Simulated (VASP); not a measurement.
Wanted: the native input for a VASP 6.6.1 run.

```yaml
Task: single point
Functional: PBEsol
Potentials_or_basis: VASP PAW PBE potentials, release 64 (Te)
Cutoff: 520 eV
k_mesh: 15 × 15 × 15
Occupations: gaussian, width 0.15 eV
Spin: no spin polarisation
Dipole_correction: no
Further_INCAR_settings: ALGO = Normal; EDIFF = 1e-06; NBANDS = 9
```

The structure of Te lies in POSCAR:

```
Te
1.0
    2.2503889884      1.2992626883      1.7297990024
   -2.2503889884      1.2992626883      1.7297990024
    0.0000000000     -2.5985253764      1.7297990025
Te
1
Direct
    0.5000000000      0.5000000000      0.5000000000
```

The input as run:

INCAR

```
PREC = Accurate
ENCUT = 520
EDIFF = 1E-6
ISMEAR = 0
SIGMA = 0.15
LREAL = False
LASPH = True
NELM = 60
ALGO = Normal
ISIF = 2
LWAVE = False
LCHARG = True
GGA = PS
LELF = True
LVHAR = True
NBANDS = 9
```

KPOINTS

```
regular mesh
0
Gamma
  15 15 15
```

Potentials or basis: VASP PAW PBE potentials, release 64 (Te).

Run with:

```bash
$ cat potpaw_PBE.64/Te/POTCAR > POTCAR
$ mpirun -np 1 vasp_std > vasp.out
```

Results of the run:

```yaml
Pressure: 1.6 GPa
Band_gap_on_the_k_mesh: zero (bands 3 and 4 overlap by 5.51 eV)
```

Caveat: the PAW data sets were made with another functional, which shifts forces and pressure a little; spin-orbit coupling is left out, which moves the levels of the heavy elements.

Wall time 29 s on 1 thread of AMD EPYC 9R45 96-Core Processor (Zen 5) (shared host), peak memory 0.18 GiB.
